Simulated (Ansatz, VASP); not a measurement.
# One calculation of Si2W3, two programs

INCAR

```
SYSTEM = Si2W3
  ALGO = Normal
  EDIFF = 1E-6
  EDIFFG = -0.04
  ENCUT = 600
  GGA = PE
  IBRION = 2
  ISIF = 3
  ISMEAR = 0
  LASPH = .TRUE.
  LCHARG = .FALSE.
  LREAL = .FALSE.
  LWAVE = .FALSE.
  NELM = 80
  NSW = 90
  PREC = Accurate
  SIGMA = 0.1
```

Contents of KPOINTS:

```
k-points
0
G
  4 4 4
  0 0 0
```

The input POSCAR:

```
Si2W3
1.0
    4.3346952200      0.0000000000      0.0000000000
    0.0000000000      4.3346952200      0.0000000000
    0.0000000000      0.0000000000      4.3346952200
Si W
2 3
Direct
    0.5000000000      0.5000000000      0.5000000000
    0.0000000000      0.0000000000      0.0000000000
    0.5000000000      0.0000000000      0.0000000000
    0.0000000000      0.5000000000      0.0000000000
    0.0000000000      0.0000000000      0.5000000000
```

Input for Ansatz:

```yaml
crystal:
  lattice:
    - [4.33469522, 0.0, 0.0]
    - [0.0, 4.33469522, 0.0]
    - [0.0, 0.0, 4.33469522]
  atoms:
    - { symbol: Si, position: [0.5, 0.5, 0.5] }
    - { symbol: Si, position: [0.0, 0.0, 0.0] }
    - { symbol: W, position: [0.5, 0.0, 0.0] }
    - { symbol: W, position: [0.0, 0.5, 0.0] }
    - { symbol: W, position: [0.0, 0.0, 0.5] }
basis:
  ecutwfc: 420
kpoints:
  mp_grid: { grid: [4, 4, 4] }
hamiltonian:
  xc: pbe
scf:
  occupations: { method: gaussian, width: 0.1 }
  lower_state_search: "off"
output:
  forces: true
  stress: true
  eigenvalues: true
relax:
  adjacent_minimum: "off"
  f_tol: 0.04
  max_steps: 70
  cell: { stress_tol: 0.4 }
```

Alike in both runs: task relaxation of cell and atoms; functional PBE; k mesh 4 × 4 × 4; occupations gaussian, width 0.1 eV; no spin polarisation.

|  | VASP | Ansatz |
| --- | --- | --- |
| version | VASP 6.6.1 | Ansatz 0.2.0 |
| potentials or method | VASP PAW PBE potentials, release 64 (Si, W_sv), cutoff 600 eV | scalar-relativistic, plane waves, PAW |
| valence electrons in the cell | 50 | 50 |

|  | VASP | Ansatz | Ansatz less VASP |
| --- | --- | --- | --- |
| gap on the k mesh at the Fermi level, each at its own relaxed structure (eV) | none | none | - |
| relaxed volume (Å³/atom) | 17.85 | 17.82 | -0.027 |
| relaxed cell length with the largest relative difference (Å) | 4.469 | 4.467 | -0.0023 |

A gap of «none» marks a metal or a gap that the smearing closes.

The k mesh is coarse, so the values compare programs but aren't converged. Neither program's run includes spin-orbit coupling.
